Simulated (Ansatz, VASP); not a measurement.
Two plane-wave programs on BN

INCAR

```
  PREC = Accurate
  ENCUT = 520
  EDIFF = 1E-7
  ISMEAR = 0
  SIGMA = 0.01
  LREAL = F
  LASPH = T
  NELM = 150
  ALGO = Normal
  ISIF = 2
  LWAVE = F
  LCHARG = F
  MAGMOM = 0 0 0 0 0 0 0 0 0 0 0 0
  LORBIT = 11
  LSORBIT = T
  GGA_COMPAT = F
  LORBMOM = T
  GGA = PS
  NBANDS = 30
```

File KPOINTS:

```
Automatic mesh
0
Gamma
  9 9 6
```

File POSCAR:

```
BN
1.0
    2.5151549549      0.0000000000      0.0000000000
   -1.2575774774      2.1781880854      0.0000000000
    0.0000000000      0.0000000000      4.1606277791
B N
2 2
Direct
    0.3333333333      0.6666666667     -0.0001250336
    0.6666666667      0.3333333333      0.4998749664
    0.3333333333      0.6666666667      0.3741250336
    0.6666666667      0.3333333333      0.8741250336
```

Input for Ansatz:

```yaml
crystal:
  lattice:
    - [2.5151549549, 0.0, 0.0]
    - [-1.2575774774, 2.1781880854, 0.0]
    - [0.0, 0.0, 4.1606277791]
  atoms:
    - { symbol: B, position: [0.3333333333, 0.6666666667, -0.0001250336] }
    - { symbol: B, position: [0.6666666667, 0.3333333333, 0.4998749664] }
    - { symbol: "N", position: [0.3333333333, 0.6666666667, 0.3741250336] }
    - { symbol: "N", position: [0.6666666667, 0.3333333333, 0.8741250336] }
basis:
  ecutwfc: 420
kpoints:
  mp_grid: { grid: [9, 9, 6] }
  band_path:
    path:
      - [0.0, 0.0, 0.0]
      - [0.0, 0.0, 0.0]
      - [0.0, 0.0, 0.0]
      - [0.0, 0.0, 0.0]
      - [0.0, 0.0, 0.0]
      - [0.0, 0.0, 0.0]
      - [0.0, 0.0, 0.0]
      - [0.0, 0.0, 0.0]
      - [0.0, 0.0, 0.0]
      - [0.0, 0.0, 0.0]
      - [0.0, 0.0, 0.0]
      - [0.0, 0.0, 0.0]
      - [0.0, 0.0, 0.0]
      - [0.0, 0.0, 0.0]
      - [0.0, 0.0, 0.0]
      - [0.0, 0.0, 0.0]
      - [0.0, 0.0, 0.0]
      - [0.0, 0.0, 0.0]
      - [0.0, 0.0, 0.0]
      - [0.0, 0.0, 0.0]
      - [0.0, 0.0, 0.0]
      - [0.0, 0.0, 0.0]
      - [0.0, 0.0, 0.0]
      - [0.0, 0.0, 0.0]
      - [0.0, 0.0, 0.0]
      - [0.0, 0.0, 0.0]
      - [0.3, 0.0, 0.0]
      - [0.3166666667, 0.0, 0.0]
      - [0.3333333333, 0.0, 0.0]
      - [0.35, 0.0, 0.0]
      - [0.3666666667, 0.0, 0.0]
      - [0.3833333333, 0.0, 0.0]
      - [0.4, 0.0, 0.0]
      - [0.4166666667, 0.0, 0.0]
      - [0.4333333333, 0.0, 0.0]
      - [0.45, 0.0, 0.0]
      - [0.4666666667, 0.0, 0.0]
      - [0.4833333333, 0.0, 0.0]
      - [0.5, 0.0, 0.0]
      - [0.5, 0.0, 0.0]
      - [0.5, 0.0, 0.0416666667]
      - [0.5, 0.0, 0.0833333333]
      - [0.5, 0.0, 0.125]
      - [0.5, 0.0, 0.1666666667]
      - [0.5, 0.0, 0.2083333333]
      - [0.5, 0.0, 0.25]
      - [0.5, 0.0, 0.2916666667]
      - [0.5, 0.0, 0.3333333333]
      - [0.5, 0.0, 0.375]
      - [0.5, 0.0, 0.4166666667]
      - [0.5, 0.0, 0.4583333333]
      - [0.5, 0.0, 0.5]
      - [0.3333333333, 0.3333333333, 0.0]
      - [0.3333333333, 0.3333333333, 0.0]
      - [0.3333333333, 0.3333333333, 0.0]
      - [0.3333333333, 0.3333333333, 0.0]
      - [0.3333333333, 0.3333333333, 0.0]
      - [0.3333333333, 0.3333333333, 0.0]
      - [0.3333333333, 0.3333333333, 0.0]
      - [0.3333333333, 0.3333333333, 0.0]
      - [0.3333333333, 0.3333333333, 0.0]
      - [0.3333333333, 0.3333333333, 0.0]
      - [0.3333333333, 0.3333333333, 0.0]
      - [0.3333333333, 0.3333333333, 0.0]
      - [0.3333333333, 0.3333333333, 0.0]
      - [0.0, 0.0, 0.5]
      - [0.0, 0.0, 0.5]
      - [0.0, 0.0, 0.5]
      - [0.0, 0.0, 0.5]
      - [0.0, 0.0, 0.5]
      - [0.0, 0.0, 0.5]
      - [0.0, 0.0, 0.5]
      - [0.0, 0.0, 0.5]
      - [0.0, 0.0, 0.5]
      - [0.0, 0.0, 0.5]
      - [0.0, 0.0, 0.5]
      - [0.0, 0.0, 0.5]
      - [0.0, 0.0, 0.5]
    npoints: 1
hamiltonian:
  xc: pbesol
  pseudopotentials: { kind: paw_fr, azcp: { folder: soft_1 } }
scf:
  occupations: { method: fixed }
  n_extra_bands: 12
output:
  eigenvalues: true
magnetization:
  noncollinear: true
  spin_orbit: true
```

Alike in both runs: task single point; functional PBEsol; k mesh 9 × 9 × 6; non-collinear spin, spin-orbit coupling.

```csv
,VASP,Ansatz
version,VASP 6.6.1,Ansatz 0.2.0
potentials or method,"VASP PAW PBE potentials, release 64 (B, N), cutoff 520 eV","plane waves, PAW"
occupations,"gaussian, width 0.01 eV",fixed
valence electrons in the cell,16,16
```

|  | VASP | Ansatz | Ansatz less VASP |
| --- | --- | --- | --- |
| net moment per atom (μB) | 0.00 | 0.00 | 0.000 |

VASP's potentials were made for PBE, not for PBEsol, and Ansatz warns of the same on its side.
